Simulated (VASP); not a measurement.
# TaN (Imm2) in VASP: further runs

TaN is run at these levels: LDA; tasks: single point.

All numbers are computed with VASP 6.6.1; they aren't measurements. Logs are shortened: lines on timing, memory, paths and dates and some standing lists are left out, and cuts for length are marked.

### 1 The cell of the first run

The structure is orthorhombic, space group Imm2 (No. 44). Conventional cell: a = 3.075 Å, b = 4.349 Å, c = 3.075 Å, α = 90.00°, β = 90.00°, γ = 90.00°. Ta (site symmetry mm2) has 6 N at 1.93 to 2.45 Å within 2.6 Å. Within 2.6 Å of N (site symmetry mm2) lie 6 Ta at 1.93 to 2.45 Å.

### 2 Single point, LDA (mode 4 frozen in at -0.245 Å and mode 6 at -0.245 Å (largest displacements))

INCAR

```
SYSTEM = TaN
ALGO = Normal ; EDIFF = 1E-6
ENCUT = 520 ; ISIF = 2
ISMEAR = 0 ; LASPH = .TRUE.
LCHARG = .FALSE. ; LREAL = .FALSE.
LWAVE = .FALSE. ; NBANDS = 15
NELM = 100 ; PREC = Accurate
SIGMA = 0.15
```

KPOINTS

```
k-points
0
G
  18 18 18
  0 0 0
```

POSCAR

```
TaN
1.0
    0.0000000000      2.1742693740      2.1742693740
    2.1742693740      0.0000000000      2.1742693740
    2.1742693740      2.1742693740      0.0000000000
Ta N
1 1
Direct
    0.5000000000      0.5087225680      0.5000000000
    0.0000000000     -0.1126815301      0.0000000000
```

Potentials or basis: VASP PAW LDA potentials, release 64 (Ta_pv, N).

Started as:

```console
> cat potpaw_LDA.64/Ta_pv/POTCAR potpaw_LDA.64/N/POTCAR > POTCAR
> mpirun -np 1 vasp_std > vasp.out
```

OUTCAR:

```text
SYSTEM = TaN
   EDIFF = 1E-6
   ENCUT = 520
   ISIF = 2
   ISMEAR = 0
   LASPH = .TRUE.
   LREAL = .FALSE.
   NELM = 100
   PREC = Accurate

 ion  position               nearest neighbor table
   1  0.500  0.509  0.500-   2 1.93   2 1.93   2 2.21   2 2.21   2 2.45   2 2.45
   2  0.000  0.887  0.000-   1 1.93   1 1.93   1 2.21   1 2.21   1 2.45   1 2.45

  LATTYP: Found a face centered cubic cell.
 ALAT       =     4.3485387480

  Lattice vectors:

 A1 = (   0.0000000000,   2.1742693740,   2.1742693740)
 A2 = (   2.1742693740,   0.0000000000,   2.1742693740)
 A3 = (   2.1742693740,   2.1742693740,   0.0000000000)

Analysis of symmetry for initial positions (statically):
=====================================================================
 Subroutine PRICEL returns:
 Original cell was already a primitive cell.

 Routine SETGRP: Setting up the symmetry group for a
 face centered cubic supercell.

 Subroutine GETGRP returns: Found  4 space group operations
 (whereof  4 operations were pure point group operations)
 out of a pool of 48 trial point group operations.

The static configuration has the point symmetry C_2v.

Analysis of symmetry for dynamics (positions and initial velocities):
=====================================================================
 Subroutine PRICEL returns:
 Original cell was already a primitive cell.

 Routine SETGRP: Setting up the symmetry group for a
 face centered cubic supercell.

 Subroutine GETGRP returns: Found  4 space group operations
 (whereof  4 operations were pure point group operations)
 out of a pool of 48 trial point group operations.

The dynamic configuration has the point symmetry C_2v.

 Subroutine INISYM returns: Found  4 space group operations
 (whereof  4 operations are pure point group operations),
 and found     1 'primitive' translations

----------------------------------------------------------------------------------------

                                     Primitive cell

  volume of cell :      20.5575

  direct lattice vectors                    reciprocal lattice vectors
     0.000000000  2.174269374  2.174269374    -0.229962306  0.229962306  0.229962306
     2.174269374  0.000000000  2.174269374     0.229962306 -0.229962306  0.229962306
     2.174269374  2.174269374  0.000000000     0.229962306  0.229962306 -0.229962306

  length of vectors
     3.074881237  3.074881237  3.074881237     0.398306399  0.398306399  0.398306399

  position of ions in fractional coordinates (direct lattice)
     0.500000000  0.508722568  0.500000000
[... 83 lines left out ...]
   NFREE  =      0    steps in history (QN), initial steepest desc. (CG)
   ISIF   =      2    stress and relaxation
   ISYM   =      2    0-nonsym 1-usesym 2-fastsym
   POTIM  = 0.5000    time-step for ionic-motion
   TEBEG  =    0.0;   TEEND  =   0.0 temperature during run
   PSTRESS=    0.0 pullay stress
   NELECT =      16.0000    total number of electrons
   NUPDOWN=      -1.0000    fix difference up-down
   EMIN   =  10.00;   EMAX   =-10.00  energy-range for DOS
   EFERMI =   0.00;   METHOD = LEGACY
   ISMEAR =     0;   SIGMA  =   0.15  broadening in eV -4-tet -1-fermi 0-gaus
   EFERMI_NEDOS =   21; number of points for ismear=-14 and -15
   IALGO  =     38    algorithm
   IMIX   =      4    mixing-type and parameters
     AMIX     =   0.40;   BMIX     =  1.00
     AMIX_MAG =   1.60;   BMIX_MAG =  1.00
  volume/ion in A,a.u.               =      10.28        69.36
  Fermi-wavevector in a.u.,A,eV,Ry     =   1.505884  2.845708 30.853744  2.267686
  Thomas-Fermi vector in A             =   2.616674
   LORBIT       =      0    0 simple, 1 ext, 2 COOP (PROOUT), +10 PAW based schemes
   GGA     = CA    functional components
   LHFCALC =     F    Hartree Fock is set to
   AEXX    =    0.0000 exact exchange contribution
   IVDW    =     0    specifies the selected vdW correction
   LEPSILON=     F    determine dielectric tensor
   LRPA    =     F    only Hartree local field effects (RPA)
 non-spin polarized calculation
 Gauss-broadening in eV      SIGMA  =   0.15
  energy-cutoff  :      520.00
  volume of cell :       20.56
 maximum number of plane-waves:       568
   NGX = 11   NGY = 11   NGZ = 11

 number of electron      16.0000000 magnetization

 Free energy of the ion-electron system (eV)
  ---------------------------------------------------
  ext. energy  EPLUGINS =         0.00000000
  ---------------------------------------------------
  free energy    TOTEN  =       -23.38515994 eV

  energy without entropy =      -23.37565358  energy(sigma->0) =      -23.38040676

 E-fermi :   9.5260     XC(G=0): -13.7898

 val. band max:        9.5255097069   @ k =   0.2778   0.0556  -0.2778
 cond. band min:       9.5266441644   @ k =   0.1667   0.0556   0.2222
 fundamental gap:      0.0011344574
 Fermi energy:         9.5259795280

 k-point     1 :       0.0000    0.0000    0.0000
  band No.  band energies     occupation
      1     -25.6383      2.00000
      2     -25.5946      2.00000
      3     -25.4961      2.00000
      4      -9.1108      2.00000
      5       3.6932      2.00000
      6       4.1286      2.00000
      7       4.2377      2.00000
      8       7.5397      2.00000
      9       9.0423      1.99999
     10       9.8812      0.00081
     11      11.1367      0.00000
     12      11.8810      0.00000
     13      12.3255      0.00000
     14      18.9197      0.00000
[... 401 lines left out ...]
      2     -25.6188      2.00000
      3     -25.5517      2.00000
      4      -8.8310      2.00000
      5       2.8716      2.00000
      6       4.0410      2.00000
      7       4.3846      2.00000
      8       7.7545      2.00000
      9       8.6463      2.00000
     10       9.1652      1.99933
     11      12.0586      0.00000
     12      12.7085      0.00000
     13      13.3782      0.00000
     14      19.8102      0.00000
     15      21.5168      0.00000

 [... further k-points ...]
[... 5 lines left out ...]
  --------------------------------------------------------------------------------------
  -------------------------------------------------------------------------------------
  Total        5.1610782      0.2749874      5.1610782      0.0000000      0.0000000     -1.5600063
  in kB      402.2360390     21.4315362    402.2360390      0.0000000      0.0000000   -121.5813328
  external PRESSURE =     275.3012047 kB  Pullay stress =       0.0000000 kB

 VOLUME and BASIS-vectors are now :
 -----------------------------------------------------------------------------
  energy-cutoff  :      520.00
  volume of cell :       20.56
      direct lattice vectors                 reciprocal lattice vectors
     0.000000000  2.174269374  2.174269374    -0.229962306  0.229962306  0.229962306
     2.174269374  0.000000000  2.174269374     0.229962306 -0.229962306  0.229962306
     2.174269374  2.174269374  0.000000000     0.229962306  0.229962306 -0.229962306

 POSITION                                       TOTAL-FORCE (eV/Angst)
 -----------------------------------------------------------------------------------
      2.19323      2.17427      2.19323        -3.235529      0.000000     -3.235529
      1.92927      0.00000      1.92927         3.235529     -0.000000      3.235529
 -----------------------------------------------------------------------------------
    total drift:                                0.000145      0.000000      0.000145

  FREE ENERGIE OF THE ION-ELECTRON SYSTEM (eV)
  ---------------------------------------------------
  free  energy   TOTEN  =       -23.3851599358 eV

  energy  without entropy=      -23.3756535751  energy(sigma->0) =      -23.38040676
```

stdout:

```text
POSCAR found type information on POSCAR TaN
 POSCAR found :  2 types and       2 ions
 scaLAPACK will be used
 LDA part: xc-table for (Slater(with rela. corr.)+CA(PZ))
 , standard interpolation
 POSCAR, INCAR and KPOINTS ok, starting setup
 FFT: planning ... GRIDC
 FFT: planning ... GRID_SOFT
 FFT: planning ... GRID
 WAVECAR not read
 entering main loop
```

Run time: 65 s. Hardware: 1 thread of Intel Xeon 6975P-C (Granite Rapids), shared host; peak memory 0.36 GiB.

Results:

```
Free energy            : -23.3852 eV
Pressure               : 27.5 GPa
Largest force          : 4.576 eV/Å
Band gap on the k mesh : zero (band 8 reaches 11.04 eV, above the bottom of band 9 at 8.28 eV)
```

Forces in eV/Å, atoms in the order of the input:
```
Ta  -3.236  0.000 -3.236
N    3.236  0.000  3.236
```

Caveat: the cell differs from its parent crystal (mode 4 frozen in at -0.245 Å and mode 6 at -0.245 Å (largest displacements)); spin-orbit coupling is left out, which moves the levels of the heavy elements; forces of over 1 eV/Å act on the atoms, so gaps and moduli don't describe the material at rest.

### 3 Single point, LDA (mode 4 frozen in at -0.147 Å and mode 6 at -0.147 Å (largest displacements))

INCAR

```
PREC = Accurate
ENCUT = 520
EDIFF = 1E-6
ISMEAR = 0
SIGMA = 0.15
LREAL = F
LASPH = T
NELM = 80
ALGO = Normal
ISIF = 2
LWAVE = F
LCHARG = F
NBANDS = 15
```

KPOINTS

```
regular mesh
0
Gamma
  18 18 18
```

POSCAR

```
TaN
1.0
    0.0000000000      2.1742693740      2.1742693740
    2.1742693740      0.0000000000      2.1742693740
    2.1742693740      2.1742693740      0.0000000000
Ta N
1 1
Direct
    0.5000000000      0.5052335408      0.5000000000
    0.0000000000     -0.0676089181      0.0000000000
```

Potentials or basis: VASP PAW LDA potentials, release 64 (Ta_pv, N).

Started as:

```console
> cat potpaw_LDA.64/Ta_pv/POTCAR potpaw_LDA.64/N/POTCAR > POTCAR
> mpirun -np 1 vasp_std > vasp.out
```

It took 78 s on 1 thread of Intel Xeon 6975P-C (Granite Rapids), shared host; peak memory 0.35 GiB.

The run converged. Its results:

```yaml
Free_energy: -23.9043 eV
Pressure: 11.3 GPa
Largest_force: 2.413 eV/Å
Band_gap_on_the_k_mesh: zero (band 8 reaches 11.52 eV, above the bottom of band 9 at 8.09 eV)
```

Forces in eV/Å, atoms in the order of the input:
```
Ta  -1.706  0.000 -1.706
N    1.706  0.000  1.706
```

Stress tensor (GPa, compression positive):
```
16.00  0.00 -4.02
 0.00  1.90  0.00
-4.02  0.00 16.00
```

Levels at points of the mesh, in eV from the Fermi level:
```
           k point  band 5  band 6  band 7  band 8  band 9  band 10  band 11  band 12
(0.00, 0.00, 0.00)   -4.88   -4.71   -4.54   -2.10   -1.13    -0.90     0.74     1.27
(0.50, 0.00, 0.00)  -10.45   -7.59   -7.35    1.76    1.80     2.38     3.62     7.23
(0.00, 0.50, 0.00)  -10.35   -7.79   -7.66    1.87    2.03     2.52     4.23     7.85
(0.50, 0.50, 0.00)   -6.42   -6.41   -4.64   -3.58    2.56     3.84     3.88     4.59
(0.50, 0.00, 0.50)   -6.86   -6.51   -4.81   -2.93    2.74     3.88     3.88     4.74
```

Caveat: the cell differs from its parent crystal (mode 4 frozen in at -0.147 Å and mode 6 at -0.147 Å (largest displacements)); spin-orbit coupling is left out, which moves the levels of the heavy elements; forces of over 1 eV/Å act on the atoms, so gaps and moduli don't describe the material at rest.

### 4 Single point, LDA (mode 4 frozen in at -0.196 Å and mode 6 at -0.196 Å (largest displacements))

INCAR

```
SYSTEM = TaN
PREC = Accurate
ENCUT = 520
EDIFF = 1E-7
ISMEAR = 0
SIGMA = 0.15
LREAL = .False.
LASPH = .True.
NELM = 80
ALGO = Normal
ISIF = 2
LWAVE = .False.
LCHARG = .False.
GGA = CA
NBANDS = 15
```

KPOINTS

```
Automatic mesh
0
Gamma
  18 18 18
  0 0 0
```

POSCAR

```
TaN
1.0
    0.0000000000      2.1742693740      2.1742693740
    2.1742693740      0.0000000000      2.1742693740
    2.1742693740      2.1742693740      0.0000000000
Ta N
1 1
Direct
    0.5000000000      0.5069780544      0.5000000000
    0.0000000000     -0.0901452241      0.0000000000
```

Potentials or basis: VASP PAW LDA potentials, release 64 (Ta_pv, N).

Started as:

```console
> cat potpaw_LDA.64/Ta_pv/POTCAR potpaw_LDA.64/N/POTCAR > POTCAR
> mpirun -np 1 vasp_std > vasp.out
```

OUTCAR:

```text
SYSTEM = TaN
   PREC = Accurate
   ENCUT = 520
   EDIFF = 1E-7
   ISMEAR = 0
   LREAL = .False.
   LASPH = .True.
   NELM = 80
   ISIF = 2
   GGA = CA

 ion  position               nearest neighbor table
   1  0.500  0.507  0.500-   2 1.97   2 1.97   2 2.19   2 2.19   2 2.39   2 2.39
   2  0.000  0.910  0.000-   1 1.97   1 1.97   1 2.19   1 2.19   1 2.39   1 2.39

  LATTYP: Found a face centered cubic cell.
 ALAT       =     4.3485387480

  Lattice vectors:

 A1 = (   0.0000000000,   2.1742693740,   2.1742693740)
 A2 = (   2.1742693740,   0.0000000000,   2.1742693740)
 A3 = (   2.1742693740,   2.1742693740,   0.0000000000)

Analysis of symmetry for initial positions (statically):
=====================================================================
 Subroutine PRICEL returns:
 Original cell was already a primitive cell.

 Routine SETGRP: Setting up the symmetry group for a
 face centered cubic supercell.

 Subroutine GETGRP returns: Found  4 space group operations
 (whereof  4 operations were pure point group operations)
 out of a pool of 48 trial point group operations.

The static configuration has the point symmetry C_2v.

Analysis of symmetry for dynamics (positions and initial velocities):
[... 165 lines left out ...]

 k-point     1 :       0.0000    0.0000    0.0000
  band No.  band energies     occupation
      1     -25.6511      2.00000
      2     -25.6287      2.00000
      3     -25.5646      2.00000
      4      -9.0991      2.00000
      5       4.2298      2.00000
      6       4.5237      2.00000
      7       4.6752      2.00000
      8       7.5501      2.00000
      9       8.8161      2.00000
     10       9.3264      1.98375
     11      10.8708      0.00000
     12      11.5881      0.00000
     13      11.6041      0.00000
     14      19.0298      0.00000
[... 401 lines left out ...]
      2     -25.6514      2.00000
      3     -25.6127      2.00000
      4      -8.8154      2.00000
      5       3.2560      2.00000
      6       4.3431      2.00000
      7       4.7911      2.00000
      8       7.7627      2.00000
      9       8.5070      2.00000
     10       8.7731      2.00000
     11      11.9272      0.00000
     12      12.0786      0.00000
     13      12.9407      0.00000
     14      19.9071      0.00000
     15      21.4347      0.00000

 [... further k-points ...]
[... 5 lines left out ...]
  --------------------------------------------------------------------------------------
  -------------------------------------------------------------------------------------
  Total        3.4259548      0.2522626      3.4259548      0.0000000      0.0000000     -0.9722392
  in kB      267.0067093     19.6604510    267.0067093      0.0000000      0.0000000    -75.7728597
  external PRESSURE =     184.5579565 kB  Pullay stress =       0.0000000 kB

 VOLUME and BASIS-vectors are now :
 -----------------------------------------------------------------------------
  energy-cutoff  :      520.00
  volume of cell :       20.56
      direct lattice vectors                 reciprocal lattice vectors
     0.000000000  2.174269374  2.174269374    -0.229962306  0.229962306  0.229962306
     2.174269374  0.000000000  2.174269374     0.229962306 -0.229962306  0.229962306
     2.174269374  2.174269374  0.000000000     0.229962306  0.229962306 -0.229962306

 POSITION                                       TOTAL-FORCE (eV/Angst)
 -----------------------------------------------------------------------------------
      2.18944      2.17427      2.18944        -2.449349      0.000000     -2.449349
      1.97827      0.00000      1.97827         2.449349     -0.000000      2.449349
 -----------------------------------------------------------------------------------
    total drift:                               -0.000080     -0.000000     -0.000080

  FREE ENERGIE OF THE ION-ELECTRON SYSTEM (eV)
  ---------------------------------------------------
  free  energy   TOTEN  =       -23.6853523985 eV

  energy  without entropy=      -23.6771698690  energy(sigma->0) =      -23.68126113
```

It took 78 s on 1 thread of Intel Xeon 6975P-C (Granite Rapids), shared host; peak memory 0.36 GiB.

Results:

```yaml
Free_energy: -23.6854 eV
Pressure: 18.5 GPa
Largest_force: 3.464 eV/Å
Band_gap_on_the_k_mesh: zero (band 8 reaches 11.30 eV, above the bottom of band 9 at 8.25 eV)
```

Forces in eV/Å, atoms in the order of the input:
```
Ta  -2.449  0.000 -2.449
N    2.449  0.000  2.449
```

Stress tensor (GPa, compression positive):
```
26.70  0.00 -7.58
 0.00  1.97  0.00
-7.58  0.00 26.70
```

Levels at points of the mesh, in eV from the Fermi level:
| k point | band 5 | band 6 | band 7 | band 8 | band 9 | band 10 | band 11 | band 12 |
| --- | --- | --- | --- | --- | --- | --- | --- | --- |
| (0.00, 0.00, 0.00) | -5.35 | -5.06 | -4.91 | -2.03 | -0.77 | -0.25 | 1.29 | 2.01 |
| (0.50, 0.00, 0.00) | -10.37 | -7.46 | -7.04 | 1.50 | 1.57 | 2.61 | 3.42 | 6.86 |
| (0.00, 0.50, 0.00) | -10.19 | -7.80 | -7.58 | 1.72 | 2.03 | 2.79 | 4.33 | 7.92 |
| (0.50, 0.50, 0.00) | -6.72 | -6.32 | -4.66 | -3.07 | 2.80 | 3.85 | 3.95 | 4.33 |
| (0.50, 0.00, 0.50) | -7.30 | -6.48 | -4.94 | -2.14 | 3.10 | 3.96 | 3.97 | 4.49 |

Caveat: the cell differs from its parent crystal (mode 4 frozen in at -0.196 Å and mode 6 at -0.196 Å (largest displacements)); spin-orbit coupling is left out, which moves the levels of the heavy elements; forces of over 1 eV/Å act on the atoms, so gaps and moduli don't describe the material at rest.
